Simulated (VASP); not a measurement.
# CuAs3 (Fm-3m) in VASP: notebook, part 2 of 2

VASP 6.6.1. Earlier steps stand in the parts before.

## Step 3: Single point, PBE (27.00 Å³/atom)

This run uses another cell than the first one, of 27.00 Å³/atom.

File INCAR:

```
PREC     = Accurate       # precision mode
ENCUT    = 520            # plane-wave cutoff, eV
EDIFF    = 1E-7           # SCF threshold, eV
ISMEAR   = -1             # smearing method
SIGMA    = 0.05           # smearing width, eV
LREAL    = False          # projectors in reciprocal space
LASPH    = True           # aspherical terms in the spheres
NELM     = 100            # most SCF steps
ALGO     = Normal         # electronic algorithm
ISIF     = 2              # what is computed and relaxed
LWAVE    = False          # write WAVECAR
LCHARG   = False          # write CHGCAR
GGA      = PE             # functional
NBANDS   = 21             # bands
```

File KPOINTS:

```
Automatic mesh
0
Gamma
  6 6 6
```

File POSCAR:

```
CuAs3
1.0
    0.0000000000      3.7798986809      3.7798986809
    3.7798986809      0.0000000000      3.7798986809
    3.7798986809      3.7798986809      0.0000000000
Cu As
1 3
Direct
    0.0000000000      0.0000000000      0.0000000000
    0.2500000000      0.2500000000      0.2500000000
    0.7500000000      0.7500000000      0.7500000000
    0.5000000000      0.5000000000      0.5000000000
```

Potentials or basis: VASP PAW PBE potentials, release 64 (Cu, As).

Run with:

```sh
cat potpaw_PBE.64/Cu/POTCAR potpaw_PBE.64/As/POTCAR > POTCAR
mpirun -np 1 vasp_std > vasp.out
```

OUTCAR:

```text
PREC = Accurate
   ENCUT = 520
   EDIFF = 1E-7
   ISMEAR = -1
   LREAL = False
   LASPH = True
   NELM = 100
   ISIF = 2
   GGA = PE

 ion  position               nearest neighbor table
   1  0.000  0.000  0.000-
   2  0.250  0.250  0.250-
   3  0.750  0.750  0.750-
   4  0.500  0.500  0.500-

  LATTYP: Found a face centered cubic cell.
 ALAT       =     7.5597973618

  Lattice vectors:

 A1 = (   0.0000000000,   3.7798986809,   3.7798986809)
 A2 = (   3.7798986809,   0.0000000000,   3.7798986809)
 A3 = (   3.7798986809,   3.7798986809,   0.0000000000)

Analysis of symmetry for initial positions (statically):
=====================================================================
 Subroutine PRICEL returns:
 Original cell was already a primitive cell.

 Routine SETGRP: Setting up the symmetry group for a
 face centered cubic supercell.
[... 155 lines left out ...]
  ext. energy  EPLUGINS =         0.00000000
  ---------------------------------------------------
  free energy    TOTEN  =       -13.68344383 eV

  energy without entropy =      -13.66713314  energy(sigma->0) =      -13.67528848

 E-fermi :   2.4669     XC(G=0):  -9.1307

 val. band max:        2.4517240259   @ k =  -0.3333   0.1667   0.0000
 cond. band min:       2.6195405016   @ k =   0.5000   0.3333   0.1667
 fundamental gap:      0.1678164757
 Fermi energy:         2.4668571870

 k-point     1 :       0.0000    0.0000    0.0000
  band No.  band energies     occupation
      1      -9.3876      2.00000
      2      -6.6766      2.00000
      3      -6.0354      2.00000
      4       0.0655      2.00000
      5       0.0655      2.00000
      6       0.0655      2.00000
[... 373 lines left out ...]
     20       8.6734      0.00000
     21       8.7300      0.00000

------------------------ aborting loop because EDIFF is reached ----------------------------------------

  FORCE on cell =-STRESS in cart. coord.  units (eV):
  Direction    XX          YY          ZZ          XY          YZ          ZX
  --------------------------------------------------------------------------------------
  -------------------------------------------------------------------------------------
  Total       -9.2332585     -9.2332585     -9.2332585     -0.0000000     -0.0000000      0.0000000
  in kB     -136.9604280   -136.9604280   -136.9604280     -0.0000000     -0.0000000      0.0000000
  external PRESSURE =    -136.9604280 kB  Pullay stress =       0.0000000 kB

 VOLUME and BASIS-vectors are now :
 -----------------------------------------------------------------------------
  energy-cutoff  :      520.00
  volume of cell :      108.01
      direct lattice vectors                 reciprocal lattice vectors
     0.000000000  3.779898681  3.779898681    -0.132278678  0.132278678  0.132278678
     3.779898681  0.000000000  3.779898681     0.132278678 -0.132278678  0.132278678
     3.779898681  3.779898681  0.000000000     0.132278678  0.132278678 -0.132278678

 POSITION                                       TOTAL-FORCE (eV/Angst)
 -----------------------------------------------------------------------------------
      0.00000      0.00000      0.00000         0.000000     -0.000000      0.000000
      1.88995      1.88995      1.88995        -0.000000     -0.000000     -0.000000
      5.66985      5.66985      5.66985         0.000000      0.000000     -0.000000
      3.77990      3.77990      3.77990         0.000000     -0.000000      0.000000
 -----------------------------------------------------------------------------------
    total drift:                               -0.000000      0.000000      0.000000

  FREE ENERGIE OF THE ION-ELECTRON SYSTEM (eV)
  ---------------------------------------------------
  free  energy   TOTEN  =       -13.6834438264 eV

  energy  without entropy=      -13.6671331366  energy(sigma->0) =      -13.67528848
```

It took 70 s on 1 thread of Intel Xeon 8259CL, shared host; peak memory 0.25 GiB.

What came out:

```yaml
Free_energy: -13.6834 eV
Pressure: -13.7 GPa
Band_gap_on_the_k_mesh: zero (bands 13 and 14 overlap by 1.74 eV)
```

Levels at points of the mesh, in eV from the Fermi level:
| k point | band 11 | band 12 | band 13 | band 14 | band 15 | band 16 | band 17 | band 18 |
| --- | --- | --- | --- | --- | --- | --- | --- | --- |
| (0.00, 0.00, 0.00) | -1.63 | -0.72 | -0.72 | -0.72 | 0.74 | 0.79 | 0.79 | 0.79 |
| (0.50, 0.00, 0.00) | -1.25 | -1.25 | -1.25 | -0.24 | 1.17 | 1.95 | 1.95 | 3.13 |
| (0.50, 0.50, 0.00) | -1.56 | -0.20 | 1.00 | 1.00 | 1.37 | 1.88 | 1.88 | 2.40 |

Caveat: the cell stands under tension.
